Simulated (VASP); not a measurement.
A run of VASP 6.6.1:

INCAR

```
SYSTEM = SnO
ALGO = Normal
DIPOL = 0.5 0.5 0.399
EDIFF = 1E-6
ENCUT = 520
GGA = PE
IDIPOL = 3
ISIF = 2
ISMEAR = 0
IVDW = 12
LASPH = .TRUE.
LCHARG = .FALSE.
LDIPOL = .TRUE.
LREAL = .FALSE.
LWAVE = .FALSE.
NBANDS = 50
NELM = 80
PREC = Accurate
SIGMA = 0.05
```

File KPOINTS:

```
k-points
0
G
  7 7 1
  0 0 0
```

The input POSCAR:

```
SnO
1.0
    3.8201528477      0.0002954339      0.0000000000
   -0.0003145169      3.8201528461      0.0000000000
    0.0000000000      0.0000000000     22.2260749922
Sn O
4 4
Direct
    0.9999452930      0.9999452930      0.2024648977
    0.4999452930      0.4999452930      0.3087831522
    0.7499452930      0.8749452930      0.4887519501
    0.2499452930      0.3749452930      0.5950702046
    0.9999461076      0.4999461076      0.2556240249
    0.4999461076      0.9999461076      0.2556240249
    0.7499461076      0.3749461076      0.5419110773
    0.2499461076      0.8749461076      0.5419110773
```

Potentials or basis: VASP PAW PBE potentials, release 64 (Sn_d, O).

Run with:

```sh
$ cat potpaw_PBE.64/Sn_d/POTCAR potpaw_PBE.64/O/POTCAR > POTCAR
$ mpirun -np 1 vasp_std > vasp.out
```

Hardware: 1 thread of Intel(R) Xeon(R) 6975P-C (Granite Rapids) (shared host).

Estimate the wall time of this run.

Wall time 7 min on 1 thread of Intel(R) Xeon(R) 6975P-C (Granite Rapids), on a shared host, peak memory 0.52 GiB. Counts: scf iterations 23, k points 25.
